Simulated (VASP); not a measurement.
# TiO2: single point with PBEsol

Crystal: TiO2.

```
Ti O
1.0
     2.70603   -2.70666    0.00000
     2.70603    2.70666    0.00000
    -2.63353    0.00000    4.79664
Ti O
2 4
Cartesian
  2.2477 1.9807 1.1992
  0.7309 -1.9807 3.5975
  -0.6205 -0.6563 3.2001
  3.3990 0.6563 1.5966
  2.0823 -0.6563 3.9949
  0.6963 0.6563 0.8018
```

| Item | Value |
| --- | --- |
| Program | VASP 6.6.1 |
| Task | single point |
| Functional | PBEsol |
| Potentials or basis | VASP PAW PBE potentials, release 64 (Ti_sv, O) |
| Cutoff | 520 eV |
| k mesh | 6 × 6 × 4 |
| Occupations | gaussian, width 0.01 eV |
| Spin | no spin polarisation |

```
Pressure               : -4.8 GPa
Largest force          : 1.263 eV/Å
Band gap on the k mesh : 2.17 eV (least direct gap 2.57 eV)
```

Forces in eV/Å, atoms in the order of the input:
```
Ti  -1.216  0.327 -0.102
Ti  -0.066 -0.071  0.247
O    0.203 -0.073 -0.303
O    0.542 -0.385  0.214
O    0.163 -0.033  0.193
O    0.375  0.236 -0.248
```

Stress tensor (GPa, compression positive):
```
-4.25 -1.29 -0.06
-1.29 -4.00 -1.67
-0.06 -1.67 -6.02
```

Levels at points of the mesh, in eV from the valence-band top:
```
           k point  band 20  band 21  band 22  band 23  band 24  band 25  band 26  band 27  band 28  band 29
(0.00, 0.00, 0.00)    -1.01    -0.92    -0.86    -0.61    -0.49     2.17     2.92     3.74     3.76     3.93
(0.50, 0.00, 0.00)    -2.07    -1.89    -0.96    -0.87    -0.69     3.17     3.20     3.40     3.88     4.07
(0.00, 0.50, 0.00)    -1.99    -1.83    -1.04    -0.92    -0.70     3.08     3.48     3.53     3.54     4.30
(0.50, 0.50, 0.00)    -2.46    -2.23    -1.91    -0.23     0.00     3.17     3.22     3.66     3.96     4.68
(0.00, 0.00, 0.50)    -1.44    -1.22    -1.19    -0.43    -0.26     2.31     2.73     3.64     3.71     3.94
(0.50, 0.00, 0.50)    -2.03    -1.69    -0.95    -0.85    -0.69     2.89     3.37     3.58     3.73     4.24
(0.00, 0.50, 0.50)    -1.98    -1.84    -1.05    -0.94    -0.73     3.18     3.24     3.49     3.71     4.18
(0.50, 0.50, 0.50)    -2.37    -2.27    -1.98    -0.13     0.00     3.21     3.37     3.45     4.03     4.63
```

Wall time 6.5 min on 1 thread of Intel Xeon 8259CL, with other jobs on the host, peak memory 0.26 GiB.

Caveat: the cell stands under tension; the PAW data sets were made with another functional, which shifts forces and pressure a little. A k mesh can miss the band edges.
